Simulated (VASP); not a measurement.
Here is a VASP 6.6.1 calculation.

INCAR

```
  PREC = Accurate
  ENCUT = 520
  EDIFF = 1E-7
  ISMEAR = 0
  SIGMA = 0.1
  LREAL = F
  LASPH = T
  NELM = 80
  ALGO = Normal
  ISIF = 2
  LWAVE = F
  LCHARG = F
  GGA = PE
  NBANDS = 32
```

Contents of KPOINTS:

```
Automatic mesh
0
Gamma
  14 14 10
```

POSCAR

```
LuHfO2
1.0
    3.2932387654      0.0000000000      0.0000000000
    0.0000000000      3.2932387654      0.0000000000
    0.0000000000      0.0000000000      4.6618592083
Lu Hf O
1 1 2
Direct
    0.0000000000      0.0000000000      0.0000000000
    0.5000000000      0.5000000000      0.5000000000
    0.0000000000      0.0000000000      0.5000000000
    0.5000000000      0.5000000000      0.0000000000
```

Potentials or basis: VASP PAW PBE potentials, release 64 (Lu, Hf_pv, O).

Command:

```console
$ cat potpaw_PBE.64/Lu/POTCAR potpaw_PBE.64/Hf_pv/POTCAR potpaw_PBE.64/O/POTCAR > POTCAR
$ mpirun -np 1 vasp_std > vasp.out
```

Predict the band gap on the k mesh.

zero (an odd number of electrons rules out a gap without spin polarisation).

Predict the pressure.

-0.7 GPa.

Stress tensor (GPa, compression positive):
```
-0.72  0.00  0.00
 0.00 -0.72  0.00
 0.00  0.00 -0.63
```

Caveat: spin-orbit coupling is left out, which moves the levels of the heavy elements; an odd number of electrons without spin polarisation forces a metal; a magnetic or distorted state may lie lower.
